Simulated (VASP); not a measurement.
# ZnRe2 (Fm-3m) in VASP: further runs

The runs below take ZnRe2 through single point, relaxation of cell and atoms, with LDA.

All numbers are computed with VASP 6.6.1; they aren't measurements. Logs are shortened: lines on timing, memory, paths and dates and some standing lists are left out, and cuts for length are marked.

## 1. The cell of the first run

The structure is cubic, space group Fm-3m (No. 225). The conventional cell has a = 5.685 Å, b = 5.685 Å, c = 5.685 Å, α = 90.00°, β = 90.00°, γ = 90.00°. Zn (site symmetry m-3m) has 8 Re at 2.46 Å within 3.3 Å. Re (site symmetry -43m) has 4 Zn at 2.46 Å and 6 Re at 2.84 Å within 3.3 Å.

## 2. Single point, LDA

INCAR

```
SYSTEM = ZnRe2
PREC = Accurate ; ENCUT = 520
EDIFF = 1E-6 ; ISMEAR = -1
SIGMA = 0.05 ; LREAL = .False.
LASPH = .True. ; NELM = 100
ALGO = Normal ; ISIF = 2
LWAVE = .False. ; LCHARG = .True.
GGA = CA ; LELF = .True.
LVHAR = .True. ; NBANDS = 20
```

KPOINTS

```
Automatic mesh
0
Gamma
  8 8 8
  0 0 0
```

POSCAR

```
ZnRe2
1.0
    0.0000000000      2.8424674618      2.8424674618
    2.8424674618      0.0000000000      2.8424674618
    2.8424674618      2.8424674618      0.0000000000
Zn Re
1 2
Direct
    0.0000000000      0.0000000000      0.0000000000
    0.7500000000      0.7500000000      0.7500000000
    0.2500000000      0.2500000000      0.2500000000
```

Potentials or basis: VASP PAW LDA potentials, release 64 (Zn, Re).

Command:

```
> cat potpaw_LDA.64/Zn/POTCAR potpaw_LDA.64/Re/POTCAR > POTCAR
> mpirun -np 1 vasp_std > vasp.out
```

OUTCAR:

```text
SYSTEM = ZnRe2
   PREC = Accurate
   ENCUT = 520
   EDIFF = 1E-6
   ISMEAR = -1
   LREAL = .False.
   LASPH = .True.
   NELM = 100
   ISIF = 2
   GGA = CA

 ion  position               nearest neighbor table
   1  0.000  0.000  0.000-   2 2.46   2 2.46   2 2.46   2 2.46   3 2.46   3 2.46   3 2.46   3 2.46

   2  0.750  0.750  0.750-   1 2.46   1 2.46   1 2.46   1 2.46   3 2.84   3 2.84   3 2.84   3 2.84
                             3 2.84   3 2.84
   3  0.250  0.250  0.250-   1 2.46   1 2.46   1 2.46   1 2.46   2 2.84   2 2.84   2 2.84   2 2.84
                             2 2.84   2 2.84

  LATTYP: Found a face centered cubic cell.
 ALAT       =     5.6849349236

  Lattice vectors:

 A1 = (   0.0000000000,   2.8424674618,   2.8424674618)
 A2 = (   2.8424674618,   0.0000000000,   2.8424674618)
 A3 = (   2.8424674618,   2.8424674618,   0.0000000000)

Analysis of symmetry for initial positions (statically):
=====================================================================
 Subroutine PRICEL returns:
 Original cell was already a primitive cell.

 Routine SETGRP: Setting up the symmetry group for a
 face centered cubic supercell.

 Subroutine GETGRP returns: Found 48 space group operations
 (whereof 48 operations were pure point group operations)
 out of a pool of 48 trial point group operations.

The static configuration has the point symmetry O_h .

Analysis of symmetry for dynamics (positions and initial velocities):
=====================================================================
 Subroutine PRICEL returns:
 Original cell was already a primitive cell.

 Routine SETGRP: Setting up the symmetry group for a
 face centered cubic supercell.

 Subroutine GETGRP returns: Found 48 space group operations
 (whereof 48 operations were pure point group operations)
 out of a pool of 48 trial point group operations.

The dynamic configuration has the point symmetry O_h .

 Subroutine INISYM returns: Found 48 space group operations
 (whereof 48 operations are pure point group operations),
 and found     1 'primitive' translations

----------------------------------------------------------------------------------------

                                     Primitive cell

  volume of cell :      45.9321

  direct lattice vectors                    reciprocal lattice vectors
     0.000000000  2.842467462  2.842467462    -0.175903509  0.175903509  0.175903509
     2.842467462  0.000000000  2.842467462     0.175903509 -0.175903509  0.175903509
     2.842467462  2.842467462  0.000000000     0.175903509  0.175903509 -0.175903509
[... 86 lines left out ...]
   EDIFF  = 0.1E-05   stopping-criterion for ELM
   LREAL  =      F    real-space projection
   EDIFFG = 0.1E-04   stopping-criterion for IOM
   NSW    =      0    number of steps for IOM
   IBRION =     -1    ionic relax: 0-MD 1-quasi-New 2-CG
   NFREE  =      0    steps in history (QN), initial steepest desc. (CG)
   ISIF   =      2    stress and relaxation
   ISYM   =      2    0-nonsym 1-usesym 2-fastsym
   POTIM  = 0.5000    time-step for ionic-motion
   TEBEG  =    0.0;   TEEND  =   0.0 temperature during run
   PSTRESS=    0.0 pullay stress
   NELECT =      26.0000    total number of electrons
   NUPDOWN=      -1.0000    fix difference up-down
   EMIN   =  10.00;   EMAX   =-10.00  energy-range for DOS
   EFERMI =   0.00;   METHOD = LEGACY
   ISMEAR =    -1;   SIGMA  =   0.05  broadening in eV -4-tet -1-fermi 0-gaus
   EFERMI_NEDOS =   21; number of points for ismear=-14 and -15
   IALGO  =     38    algorithm
   IMIX   =      4    mixing-type and parameters
     AMIX     =   0.40;   BMIX     =  1.00
     AMIX_MAG =   1.60;   BMIX_MAG =  1.00
  volume/ion in A,a.u.               =      15.31       103.32
  Fermi-wavevector in a.u.,A,eV,Ry     =   1.354234  2.559132 24.952409  1.833950
  Thomas-Fermi vector in A             =   2.481423
   LORBIT       =      0    0 simple, 1 ext, 2 COOP (PROOUT), +10 PAW based schemes
   GGA     = CA    functional components
   LHFCALC =     F    Hartree Fock is set to
   AEXX    =    0.0000 exact exchange contribution
   IVDW    =     0    specifies the selected vdW correction
   LEPSILON=     F    determine dielectric tensor
   LRPA    =     F    only Hartree local field effects (RPA)
 non-spin polarized calculation
  energy-cutoff  :      520.00
  volume of cell :       45.93
 maximum number of plane-waves:      1254
 NGX is ok and might be reduce to    30
   NGX = 15   NGY = 15   NGZ = 15

 number of electron      26.0000014 magnetization

 Free energy of the ion-electron system (eV)
  ---------------------------------------------------
  ext. energy  EPLUGINS =         0.00000000
  ---------------------------------------------------
  free energy    TOTEN  =       -25.54572898 eV

  energy without entropy =      -25.51519447  energy(sigma->0) =      -25.53046172

 E-fermi :   5.7517     XC(G=0): -12.9568

 val. band max:        5.7268304787   @ k =   0.3750   0.1250   0.0000
 cond. band min:       5.7742916747   @ k =   0.5000   0.2500   0.1250
 fundamental gap:      0.0474611960
 Fermi energy:         5.7516780486

 k-point     1 :       0.0000    0.0000    0.0000
  band No.  band energies     occupation
      1      -4.2151      2.00000
      2      -2.4660      2.00000
      3      -2.4660      2.00000
      4      -2.2971      2.00000
      5      -2.2971      2.00000
      6      -2.2971      2.00000
[... 541 lines left out ...]
     19      11.9958      0.00000
     20      16.2012      0.00000

 [... further k-points ...]

------------------------ aborting loop because EDIFF is reached ----------------------------------------

  FORCE on cell =-STRESS in cart. coord.  units (eV):
  Direction    XX          YY          ZZ          XY          YZ          ZX
  --------------------------------------------------------------------------------------
  -------------------------------------------------------------------------------------
  Total        0.3795501      0.3795501      0.3795501      0.0000000      0.0000000      0.0000000
  in kB       13.2392435     13.2392435     13.2392435      0.0000000      0.0000000      0.0000000
  external PRESSURE =      13.2392435 kB  Pullay stress =       0.0000000 kB

 VOLUME and BASIS-vectors are now :
 -----------------------------------------------------------------------------
  energy-cutoff  :      520.00
  volume of cell :       45.93
      direct lattice vectors                 reciprocal lattice vectors
     0.000000000  2.842467462  2.842467462    -0.175903509  0.175903509  0.175903509
     2.842467462  0.000000000  2.842467462     0.175903509 -0.175903509  0.175903509
     2.842467462  2.842467462  0.000000000     0.175903509  0.175903509 -0.175903509

 POSITION                                       TOTAL-FORCE (eV/Angst)
 -----------------------------------------------------------------------------------
      0.00000      0.00000      0.00000         0.000000      0.000000      0.000000
      4.26370      4.26370      4.26370        -0.000000      0.000000      0.000000
      1.42123      1.42123      1.42123         0.000000     -0.000000     -0.000000
 -----------------------------------------------------------------------------------
    total drift:                                0.000000     -0.000000     -0.000000

  FREE ENERGIE OF THE ION-ELECTRON SYSTEM (eV)
  ---------------------------------------------------
  free  energy   TOTEN  =       -25.5457289823 eV

  energy  without entropy=      -25.5151944675  energy(sigma->0) =      -25.53046172
```

Run time: 25 s. Hardware: 1 thread of AMD EPYC 7R43 (Zen 3), shared host; peak memory 0.13 GiB.

What came out:

* Free energy: -25.5457 eV
* Pressure: 1.3 GPa
* Band gap on the k mesh: zero (band 13 reaches 7.72 eV, above the bottom of band 14 at 4.97 eV)

Caveat: spin-orbit coupling is left out, which moves the levels of the heavy elements.

## 3. Relaxation of cell and atoms, LDA

This run uses another cell than the first one, of 16.18 Å³/atom, 1.057 times its volume.

INCAR

```
ALGO = Normal
EDIFF = 1E-6
EDIFFG = -0.01
ENCUT = 600
IBRION = 2
ISIF = 3
ISMEAR = -1
LASPH = True
LCHARG = False
LREAL = False
LWAVE = False
NELM = 100
NSW = 60
PREC = Accurate
SIGMA = 0.05
```

KPOINTS

```
k-points
0
Gamma
  8 8 8
```

POSCAR

```
ZnRe2
1.0
    0.0000000000      2.8955600000      2.8955600000
    2.8955600000      0.0000000000      2.8955600000
    2.8955600000      2.8955600000      0.0000000000
Zn Re
1 2
Direct
    0.0000000000      0.0000000000      0.0000000000
    0.7500000000      0.7500000000      0.7500000000
    0.2500000000      0.2500000000      0.2500000000
```

Potentials or basis: VASP PAW LDA potentials, release 64 (Zn, Re).

Command:

```
> cat potpaw_LDA.64/Zn/POTCAR potpaw_LDA.64/Re/POTCAR > POTCAR
> mpirun -np 1 vasp_std > vasp.out
```

It took 1.7 min on 1 thread of AMD EPYC 7R43 (Zen 3), shared host; peak memory 0.16 GiB.

Results (log left out):

| Quantity | Value |
| --- | --- |
| Free energy | -25.5484 eV |
| Relaxed volume | 15.40 Å³/atom |
| Relaxed cell | a = 4.028 Å, b = 4.028 Å, c = 4.028 Å, α = 60.00°, β = 60.00°, γ = 60.00° |
| Space group after relaxing (to 0.05 Å) | Fm-3m (No. 225) |
| Energy gained by relaxing | 29.0 meV/atom |
| Ionic steps | 4 |
| Pressure after relaxing | -0.1 GPa |
| Band gap on the k mesh | zero (band 13 reaches 7.64 eV, above the bottom of band 14 at 4.91 eV) |

The path:
| step | energy change (eV) | largest force (eV/Å) | pressure (GPa) | volume (Å³) |
| --- | --- | --- | --- | --- |
| 1 | 0.0000 | 0.0000 | -11.25 | 48.55 |
| 2 | 0.4907 | 0.0000 | 39.88 | 41.00 |
| 3 | -0.0869 | 0.0000 | -0.62 | 46.29 |
| 4 | -0.0871 | 0.0000 | -0.08 | 46.20 |

Final structure:
```cif
data_structure
_symmetry_space_group_name_H-M 'P 1'
_symmetry_Int_Tables_number 1
_cell_length_a 4.0275
_cell_length_b 4.0275
_cell_length_c 4.0275
_cell_angle_alpha 60.000
_cell_angle_beta 60.000
_cell_angle_gamma 60.000
_cell_volume 46.20
loop_
_atom_site_label
_atom_site_type_symbol
_atom_site_fract_x
_atom_site_fract_y
_atom_site_fract_z
_atom_site_occupancy
Zn1 Zn 0.00000 0.00000 0.00000 1
Re1 Re 0.75000 0.75000 0.75000 1
Re2 Re 0.25000 0.25000 0.25000 1
```

Levels at points of the mesh, in eV from the Fermi level:
| k point | band 9 | band 10 | band 11 | band 12 | band 13 | band 14 | band 15 | band 16 | band 17 |
| --- | --- | --- | --- | --- | --- | --- | --- | --- | --- |
| (0.00, 0.00, 0.00) | -4.60 | -3.47 | -3.47 | 1.95 | 1.95 | 1.95 | 3.87 | 3.87 | 5.85 |
| (0.50, 0.00, 0.00) | -2.97 | -1.56 | -1.56 | -0.80 | -0.80 | -0.78 | -0.23 | -0.23 | 0.28 |
| (0.50, 0.50, 0.00) | -2.77 | -2.15 | -1.25 | -1.25 | 0.31 | 0.31 | 1.43 | 1.43 | 1.96 |

Caveat: spin-orbit coupling is left out, which moves the levels of the heavy elements.
